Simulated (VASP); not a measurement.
Er3Se:

```xyz
8
Lattice="6.1306 0.0000 0.0000 0.0000 6.1306 0.0000 0.0000 0.0000 6.1306" Properties=species:S:1:pos:R:3 pbc="T T T"
Er    1.5326    0.0000    3.0653
Er    3.0653    4.5979    0.0000
Er    4.5979    0.0000    3.0653
Er    3.0653    1.5326    0.0000
Er    0.0000    3.0653    4.5979
Er    0.0000    3.0653    1.5326
Se    0.0000    0.0000    0.0000
Se    3.0653    3.0653    3.0653
```

The cell was built from a structure type or drawn by symmetry, and may not be a known phase.

* Program: VASP 6.6.1
* Task: relaxation of cell and atoms
* Functional: PBE
* Potentials or basis: VASP PAW PBE potentials, release 64 (Er_3, Se), 4f in core
* Cutoff: 500 eV
* k mesh: 6 × 6 × 6
* Occupations: gaussian, width 0.1 eV
* Spin: no spin polarisation

At the start: pressure -3.1 GPa; volume 28.80 Å³/atom.

Question: Where does the relaxation end?

Answer: Over 3 steps the energy falls by 20.4 meV/atom and the volume is 26.79 Å³/atom (-7.0 %); space group Pm-3n (No. 223, to 0.1 Å) before and after.

Step by step:
| step | energy change (eV) | largest force (eV/Å) | pressure (GPa) | volume (Å³) |
| --- | --- | --- | --- | --- |
| 1 | 0.0000 | 0.0000 | -3.08 | 230.41 |
| 2 | -0.1608 | 0.0000 | 0.45 | 212.41 |
| 3 | -0.1634 | 0.0000 | 0.01 | 214.31 |

Final structure:
```
Er Se
1.0
     5.98435    0.00000    0.00000
     0.00000    5.98435    0.00000
     0.00000    0.00000    5.98435
Er Se
6 2
Cartesian
  1.4961 0.0000 2.9922
  2.9922 4.4883 0.0000
  4.4883 0.0000 2.9922
  2.9922 1.4961 0.0000
  0.0000 2.9922 4.4883
  0.0000 2.9922 1.4961
  0.0000 0.0000 0.0000
  2.9922 2.9922 2.9922
```

Caveat: the run has no spin polarisation, though such a crystal can be magnetic.
